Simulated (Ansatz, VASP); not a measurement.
One calculation of Ti3Si4Ni, two programs

```
Ti Si Ni
1.0
     3.40009    0.00000    0.00000
     0.00000    6.32403    0.00000
     0.00000    0.00000    5.27323
Ti Si Ni
3 4 1
Direct
  0.50000 0.50000 0.37419
  0.00000 0.23737 0.63619
  0.00000 0.76263 0.63619
  0.50000 0.50000 0.87109
  0.50000 0.00000 0.87481
  0.00000 0.23608 0.13783
  0.00000 0.76392 0.13783
  0.50000 0.00000 0.33187
```

Alike in both runs: functional PBE; k mesh 12 × 6 × 8; occupations gaussian, width 0.1 eV; no spin polarisation.

Ansatz relaxed the structure, and its values are those at the end. VASP's run is a single point on that final structure, the one shown.

|  | VASP | Ansatz |
| --- | --- | --- |
| version | VASP 6.6.1 | Ansatz 0.2.0 |
| potentials or method | VASP PAW PBE potentials, release 64 (Ti_sv, Si, Ni), cutoff 520 eV | scalar-relativistic, plane waves, PAW |
| valence electrons in the cell | 62 | 70 |

VASP gave:

* gap on the k mesh at the Fermi level (eV): none
* pressure (GPa): 0.0
* rms of the force components (eV/Å): 0.003

Estimate Ansatz's values.

gap on the k mesh at the Fermi level (eV): none; pressure (GPa): 0.0; rms of the force components (eV/Å): 0.002.

A gap of «none» marks a metal or a gap that the smearing closes. VASP's potentials hold 62 valence electrons a cell and Ansatz's 70, so a difference there can come from the potentials and not from the codes.
